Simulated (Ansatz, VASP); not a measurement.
Ti3Se: VASP beside Ansatz

The input INCAR:

```
SYSTEM = Ti3Se
PREC     = Accurate       ! precision mode
ENCUT    = 520            ! plane-wave cutoff, eV
EDIFF    = 1E-6           ! SCF threshold, eV
ISMEAR   = -1             ! smearing method
SIGMA    = 0.05           ! smearing width, eV
LREAL    = .False.        ! projectors in reciprocal space
LASPH    = .True.         ! aspherical terms in the spheres
NELM     = 150            ! most SCF steps
ALGO     = Normal         ! electronic algorithm
ISIF     = 2              ! what is computed and relaxed
LWAVE    = .False.        ! write WAVECAR
LCHARG   = .False.        ! write CHGCAR
LMAXMIX  = 4              ! l up to which the mixer works
LDAU     = .True.         ! DFT+U
LDAUTYPE = 2            
LDAUL    = -1 2           ! shell
LDAUU    = 0 2            ! U, eV
LDAUJ    = 0 0          
LDAUPRINT= 1            
GGA      = PE             ! functional
NBANDS   = 29             ! bands
```

Contents of KPOINTS:

```
regular mesh
0
Gamma
  10 10 4
  0 0 0
```

The input POSCAR:

```
Ti3Se
1.0
    3.1974455988      0.0000000000      0.0000000000
   -1.5987227994      2.7690691158      0.0000000000
    0.0000000000      0.0000000000      7.9427450000
Se Ti
1 3
Direct
    0.0000000000      0.0000000000      0.0000000000
    0.6666666667      0.3333333333      0.5000000000
    0.3333333333      0.6666666667      0.7729020000
    0.3333333333      0.6666666667      0.2270980000
```

input.yaml

```yaml
crystal:
  lattice:
    - [3.1974455988, 0.0, 0.0]
    - [-1.5987227994, 2.7690691158, 0.0]
    - [0.0, 0.0, 7.942745]
  atoms:
    - { symbol: Se, position: [0.0, 0.0, 0.0] }
    - { symbol: Ti, position: [0.6666666667, 0.3333333333, 0.5] }
    - { symbol: Ti, position: [0.3333333333, 0.6666666667, 0.772902] }
    - { symbol: Ti, position: [0.3333333333, 0.6666666667, 0.227098] }
hamiltonian:
  xc: pbe
  pseudopotentials: { kind: paw }
  hubbard: { sites: [{ species: Ti, l: d, u_eff: 2.0 }] }
kpoints:
  mp_grid: { grid: [10, 10, 4] }
  band_path:
    path:
      - [[0.0, 0.0, 0.0], [0.5, 0.0, 0.0], [0.3333333333, 0.3333333333, 0.0], [0.0, 0.0, 0.0], [0.0, 0.0, 0.5], [0.5, 0.0, 0.5], [0.3333333333, 0.3333333333, 0.5], [0.0, 0.0, 0.5]]
      - [[0.5, 0.0, 0.5], [0.5, 0.0, 0.0]]
      - [[0.3333333333, 0.3333333333, 0.0], [0.3333333333, 0.3333333333, 0.5]]
    npoints: 14
scf:
  occupations: { method: fermi_dirac, width: 0.05 }
  n_extra_bands: 10
output:
  forces: true
  stress: true
  eigenvalues: true
  fatbands: false
```

Alike in both runs: functional PBE; k mesh 10 × 10 × 4; occupations fermi-dirac, width 0.05 eV; no spin polarisation; Hubbard terms Ti d U = 2.0 eV.

|  | VASP | Ansatz |
| --- | --- | --- |
| version | VASP 6.6.1 | Ansatz 0.2.0 |
| potentials or method | VASP PAW PBE potentials, release 64 (Se, Ti_sv) | Ansatz PAW |
| plane-wave cutoff (eV) | 520 | 420 |
| valence electrons in the cell | 42 | 52 |
| task | single point | band structure |

|  | VASP | Ansatz | Ansatz less VASP |
| --- | --- | --- | --- |
| gap on the k mesh at the Fermi level (eV) | none | none | - |
| pressure (GPa) | 3.3 | 2.4 | -0.86 |
| traceless stress, the component that is largest in VASP (GPa) | 1.10 | 0.86 | -0.244 |
| rms of the force components (eV/Å) | 0.006 | 0.017 | +0.0117 |

The programs project onto different local orbitals, so the same U acts differently, and such runs can settle in different states. Atom by atom the forces differ by 0.012 eV/Å (rms over components). A gap of «none» marks a metal or a gap that the smearing closes. VASP's potentials hold 42 valence electrons a cell and Ansatz's 52, so a difference there can come from the potentials and not from the codes.
